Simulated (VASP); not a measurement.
# Ba2Tl5V3O12 (P-3m1) in VASP: further runs, part 2 of 2

VASP 6.6.1. Earlier steps stand in the parts before.

## (3) Single point, PBE, collinear spin, ferromagnetic start (18.84 Å³/atom)

This run uses another cell than the first one, of 18.84 Å³/atom.

INCAR reads:

```
SYSTEM = Ba2Tl5V3O12
PREC = Accurate
ENCUT = 520
EDIFF = 1E-6
ISMEAR = -1
SIGMA = 0.05
LREAL = Auto
LASPH = .TRUE.
NELM = 150
ALGO = Normal
ISIF = 2
LWAVE = .FALSE.
LCHARG = .FALSE.
ISPIN = 2
MAGMOM = 0 0 2 2 2 0 0 0 0 0 0 0 0 0 0 0 0 0 0 0 0 0
LORBIT = 11
LMAXMIX = 4
GGA = PE
NBANDS = 119
KPAR = 4
```

KPOINTS reads:

```
regular mesh
0
G
  3 3 3
  0 0 0
```

POSCAR reads:

```
Ba2Tl5V3O12
1.0
    8.2615145422      0.0000000000      0.0000000000
   -4.1307623369      7.1546885515      0.0000000000
    0.0000000000      0.0000000000      7.0123599185
Ba V Tl O
2 3 5 12
Direct
    0.0000000000      0.0000000000      0.2355200000
    0.0000000000      0.0000000000      0.7644800000
    0.5000000000      0.0000000000      0.0000000000
    0.0000000000      0.5000000000      0.0000000000
    0.5000000000      0.5000000000      0.0000000000
    0.5000000000      0.0000000000      0.5000000000
    0.0000000000      0.5000000000      0.5000000000
    0.5000000000      0.5000000000      0.5000000000
    0.3333300000      0.6666700000      0.2248900000
    0.6666700000      0.3333300000      0.7751100000
    0.3389000000      0.3433400000      0.8144400000
    0.6566600000      0.9955600000      0.8144400000
    0.0044400000      0.6611000000      0.8144400000
    0.3433400000      0.3389000000      0.1855600000
    0.9955600000      0.6566600000      0.1855600000
    0.6611000000      0.0044400000      0.1855600000
    0.6611000000      0.6566600000      0.1855600000
    0.3433400000      0.0044400000      0.1855600000
    0.9955600000      0.3389000000      0.1855600000
    0.6566600000      0.6611000000      0.8144400000
    0.0044400000      0.3433400000      0.8144400000
    0.3389000000      0.9955600000      0.8144400000
```

Potentials or basis: VASP PAW PBE potentials, release 64 (Ba_sv, V_sv, Tl_d, O).

Command:

```sh
cat potpaw_PBE.64/Ba_sv/POTCAR potpaw_PBE.64/V_sv/POTCAR potpaw_PBE.64/Tl_d/POTCAR potpaw_PBE.64/O/POTCAR > POTCAR
mpirun -np 4 vasp_std > vasp.out
```

OUTCAR:

```text
SYSTEM = Ba2Tl5V3O12
   PREC = Accurate
   ENCUT = 520
   EDIFF = 1E-6
   ISMEAR = -1
   LREAL = Auto
   LASPH = .TRUE.
   NELM = 150
   ISIF = 2
   ISPIN = 2
   LORBIT = 11
   GGA = PE

 ion  position               nearest neighbor table
   1  0.000  0.000  0.236-  18 2.84  16 2.84  14 2.84  17 2.84  19 2.84  15 2.84   2 3.30   2 3.71

   2  0.000  0.000  0.764-  12 2.84  22 2.84  20 2.84  11 2.84  13 2.84  21 2.84   1 3.30   1 3.71

   3  0.500  0.000  0.000-  16 1.85  22 1.85  18 1.85  12 1.85   9 2.86  10 2.86   6 3.51   6 3.51
[... 13 lines left out ...]
  10  0.667  0.333  0.775-  21 2.76  12 2.76  13 2.76  22 2.76  11 2.76  20 2.76   4 2.86   3 2.86
                             5 2.86   7 3.07   6 3.07   8 3.07
  11  0.339  0.343  0.814-   5 1.85   8 2.57  10 2.76   2 2.84
  12  0.657  0.996  0.814-   3 1.85   6 2.57  10 2.76   2 2.84
  13  0.004  0.661  0.814-   4 1.85   7 2.57  10 2.76   2 2.84
  14  0.343  0.339  0.186-   5 1.85   8 2.57   9 2.76   1 2.84
  15  0.996  0.657  0.186-   4 1.85   7 2.57   9 2.76   1 2.84
  16  0.661  0.004  0.186-   3 1.85   6 2.57   9 2.76   1 2.84
  17  0.661  0.657  0.186-   5 1.85   8 2.57   9 2.76   1 2.84
  18  0.343  0.004  0.186-   3 1.85   6 2.57   9 2.76   1 2.84
  19  0.996  0.339  0.186-   4 1.85   7 2.57   9 2.76   1 2.84
  20  0.657  0.661  0.814-   5 1.85   8 2.57  10 2.76   2 2.84
  21  0.004  0.343  0.814-   4 1.85   7 2.57  10 2.76   2 2.84
  22  0.339  0.996  0.814-   3 1.85   6 2.57  10 2.76   2 2.84

[... 2513 lines left out ...]
     8.261514542  0.000000000  0.000000000     0.121043181  0.069884330  0.000000000
    -4.130762337  7.154688551  0.000000000     0.000000000  0.139768488  0.000000000
     0.000000000  0.000000000  7.012359918     0.000000000  0.000000000  0.142605344

 POSITION                                       TOTAL-FORCE (eV/Angst)
 -----------------------------------------------------------------------------------
      0.00000      0.00000      1.65155        -0.000045      0.000026     -0.038129
      0.00000      0.00000      5.36081         0.000045     -0.000026      0.038129
      4.13076      0.00000      0.00000        -0.000000      0.000000      0.000000
     -2.06538      3.57734      0.00000        -0.000000      0.000000      0.000000
      2.06538      3.57734      0.00000        -0.000000      0.000000      0.000000
      4.13076      0.00000      3.50618        -0.000000      0.000000      0.000000
[... 14 lines left out ...]
     -1.38157      2.45649      5.71115        -0.206473      0.269599      0.280445
     -1.31259      7.12292      5.71115         0.336683      0.044002      0.280415
 -----------------------------------------------------------------------------------
    total drift:                                0.000000      0.000000      0.000000

  FREE ENERGIE OF THE ION-ELECTRON SYSTEM (eV)
  ---------------------------------------------------
  free  energy   TOTEN  =      -127.5430018416 eV

  energy  without entropy=     -127.4618377361  energy(sigma->0) =     -127.50241979

 total charge

# of ion       s       p       d       tot
------------------------------------------
    1        1.992   5.608   0.233   7.832
    2        1.992   5.608   0.233   7.832
    3        2.278   6.355   2.946  11.579
    4        2.278   6.355   2.946  11.579
    5        2.278   6.355   2.946  11.579
    6        1.116   0.287   9.701  11.104
[... 14 lines left out ...]
   21        1.587   3.328   0.000   4.915
   22        1.587   3.328   0.000   4.915
--------------------------------------------------
tot         35.456  71.929  57.762 165.148

 magnetization (x)

# of ion       s       p       d       tot
------------------------------------------
    1       -0.000  -0.000  -0.000  -0.000
    2       -0.000  -0.000  -0.000  -0.000
    3       -0.000  -0.000  -0.000  -0.000
    4       -0.000  -0.000  -0.000  -0.000
    5       -0.000  -0.000  -0.000  -0.000
    6        0.000   0.000   0.000   0.000
[... 14 lines left out ...]
   21        0.000   0.000   0.000   0.000
   22        0.000   0.000   0.000   0.000
--------------------------------------------------
tot          0.000   0.001  -0.000   0.001
```

OSZICAR:

```text
N       E                     dE             d eps       ncg     rms          rms(c)
DAV:   1     0.186840172067E+04    0.18684E+04   -0.10656E+05  5072   0.159E+03
DAV:   2     0.336377724468E+02   -0.18348E+04   -0.17485E+04  5220   0.416E+02
[... 14 lines left out ...]
DAV:  17    -0.127542890978E+03    0.28208E-04   -0.21884E-03  5902   0.195E-01    0.123E-01
DAV:  18    -0.127542957112E+03   -0.66134E-04   -0.27053E-04  5528   0.557E-02    0.326E-02
DAV:  19    -0.127543039773E+03   -0.82662E-04   -0.23819E-04  5412   0.613E-02    0.794E-02
DAV:  20    -0.127543005324E+03    0.34450E-04   -0.60542E-05  5594   0.356E-02    0.223E-02
DAV:  21    -0.127543002161E+03    0.31629E-05   -0.98173E-06  5228   0.119E-02    0.886E-03
DAV:  22    -0.127543001842E+03    0.31908E-06   -0.14833E-06  3674   0.500E-03
   1 F= -.12754300E+03 E0= -.12750242E+03  d E =-.811641E-01  mag=     0.0011
```

It took 8.6 min on 4 MPI ranks of AMD EPYC 9R45 (Zen 5), shared host; peak memory 1.1 GiB.

What came out:

| Property | Result |
| --- | --- |
| Free energy | -127.5430 eV |
| Pressure | -2.6 GPa |
| Largest force | 0.440 eV/Å |
| Band gap on the k mesh | zero (filled and empty bands overlap) |
| Net moment | 0.00 μB per cell |
| Valence electrons inside the program's atomic spheres | Ba 7.83; V 11.58; Tl 11.10, 11.23 (each value once); O 4.92 |

Forces in eV/Å, atoms in the order of the input:
```
Ba   0.000  0.000 -0.038
Ba   0.000  0.000  0.038
V    0.000  0.000  0.000
V    0.000  0.000  0.000
V    0.000  0.000  0.000
Tl   0.000  0.000  0.000
Tl   0.000  0.000  0.000
Tl   0.000  0.000  0.000
Tl   0.000  0.000 -0.020
Tl   0.000  0.000  0.020
O    0.206  0.270  0.280
O   -0.337  0.044  0.280
O    0.130 -0.314  0.280
O    0.130  0.314 -0.280
O    0.206 -0.270 -0.280
O   -0.337 -0.044 -0.280
O   -0.206 -0.270 -0.280
O    0.337 -0.044 -0.280
O   -0.130  0.314 -0.280
O   -0.130 -0.314  0.280
O   -0.206  0.270  0.280
O    0.337  0.044  0.280
```

Caveat: the moments typed at the start vanished in this run; spin-orbit coupling is left out, which moves the levels of the heavy elements; semilocal functionals often make such compounds metallic where correlation or magnetic order opens a gap, which also shifts bond lengths. With open d or f shells a metallic result of PBE can be an artefact of self-interaction; +U or a hybrid may open a gap.

## (4) Single point, PBE, collinear spin, ferromagnetic start (19.20 Å³/atom)

This run uses another cell than the first one, of 19.20 Å³/atom.

INCAR reads:

```
ALGO = Normal ; EDIFF = 1E-7
ENCUT = 520 ; GGA = PE
ISIF = 2 ; ISMEAR = -1
ISPIN = 2 ; KPAR = 4
LASPH = T ; LCHARG = F
LMAXMIX = 4 ; LORBIT = 11
LREAL = Auto ; LWAVE = F
MAGMOM = 0 0 2 2 2 0 0 0 0 0 0 0 0 0 0 0 0 0 0 0 0 0 ; NBANDS = 119
NELM = 150 ; PREC = Accurate
SIGMA = 0.05
```

KPOINTS reads:

```
k-points
0
Gamma
  3 3 3
```

POSCAR, as its differences from that of step 3:

```diff
@@ -2,5 +2,5 @@
 1.0
-    8.2615145422      0.0000000000      0.0000000000
-   -4.1307623369      7.1546885515      0.0000000000
-    0.0000000000      0.0000000000      7.0123599185
+    8.3141370727      0.0000000000      0.0000000000
+   -4.1570736344      7.2002610449      0.0000000000
+    0.0000000000      0.0000000000      7.0570258356
 Ba V Tl O
```

Command:

```sh
cat potpaw_PBE.64/Ba_sv/POTCAR potpaw_PBE.64/V_sv/POTCAR potpaw_PBE.64/Tl_d/POTCAR potpaw_PBE.64/O/POTCAR > POTCAR
mpirun -np 4 vasp_std > vasp.out
```

It took 10 min on 4 MPI ranks of AMD EPYC 9R45 (Zen 5), shared host; peak memory 1.1 GiB.

The run converged. Its results:

```
Free energy                                           : -127.3879 eV
Pressure                                              : -3.9 GPa
Largest force                                         : 0.667 eV/Å
Band gap on the k mesh                                : zero (filled and empty bands overlap)
Net moment                                            : 0.00 μB per cell
Valence electrons inside the program's atomic spheres : Ba 7.82; V 11.54; Tl 11.10, 11.22 (each value once); O 4.91
```

Forces in eV/Å, atoms in the order of the input:
```
Ba   0.000  0.000 -0.103
Ba   0.000  0.000  0.103
V    0.000  0.000  0.000
V    0.000  0.000  0.000
V    0.000  0.000  0.000
Tl   0.000  0.000  0.000
Tl   0.000  0.000  0.000
Tl   0.000  0.000  0.000
Tl   0.000  0.000 -0.038
Tl   0.000  0.000  0.038
O    0.309  0.402  0.433
O   -0.503  0.067  0.433
O    0.193 -0.469  0.433
O    0.193  0.469 -0.433
O    0.309 -0.402 -0.433
O   -0.503 -0.067 -0.433
O   -0.309 -0.402 -0.433
O    0.503 -0.067 -0.433
O   -0.193  0.469 -0.433
O   -0.193 -0.469  0.433
O   -0.309  0.402  0.433
O    0.503  0.067  0.433
```

Stress tensor (GPa, compression positive):
```
-3.47  0.00  0.00
 0.00 -3.47  0.00
 0.00  0.00 -4.84
```

Levels at points of the mesh, in eV from the Fermi level:
Spin up:
```csv
k point,band 94,band 95,band 96,band 97,band 98,band 99,band 100,band 101
"(0.00, 0.00, 0.00)",-0.81,-0.63,-0.63,-0.47,-0.28,0.07,0.53,0.53
```
Spin down:
| k point | band 94 | band 95 | band 96 | band 97 | band 98 | band 99 | band 100 | band 101 |
| --- | --- | --- | --- | --- | --- | --- | --- | --- |
| (0.00, 0.00, 0.00) | -0.81 | -0.62 | -0.62 | -0.47 | -0.28 | 0.07 | 0.53 | 0.53 |

Caveat: the cell stands under tension; the moments typed at the start vanished in this run; spin-orbit coupling is left out, which moves the levels of the heavy elements; semilocal functionals often make such compounds metallic where correlation or magnetic order opens a gap, which also shifts bond lengths.

## (5) Overview

```tsv
cell	gap on the mesh (eV)	pressure (GPa)	moment (μB)	largest force (eV/Å)
a = 8.208, b = 8.208, c = 6.967 Å, angles 90.0, 90.0, 120.0°, 22 atoms	none	-1.1	0.00	0.20
a = 8.262, b = 8.262, c = 7.012 Å, angles 90.0, 90.0, 120.0°, 22 atoms	none	-2.6	0.00	0.44
a = 8.314, b = 8.314, c = 7.057 Å, angles 90.0, 90.0, 120.0°, 22 atoms	none	-3.9	0.00	0.67
```

Alike in all rows: task single point; level PBE; potentials or basis VASP PAW PBE potentials, release 64 (Ba_sv, V_sv, Tl_d, O); spin collinear, ferromagnetic start; k mesh 3 × 3 × 3; cutoff (eV) 520; smearing fermi-dirac 0.05 eV.

Caveats: the moments typed at the start vanished in this run; spin-orbit coupling is left out, which moves the levels of the heavy elements; semilocal functionals often make such compounds metallic where correlation or magnetic order opens a gap, which also shifts bond lengths; the cell stands under tension (at least some runs).

Total energies depend on the potentials used, so only differences within one code and one set of settings carry meaning.
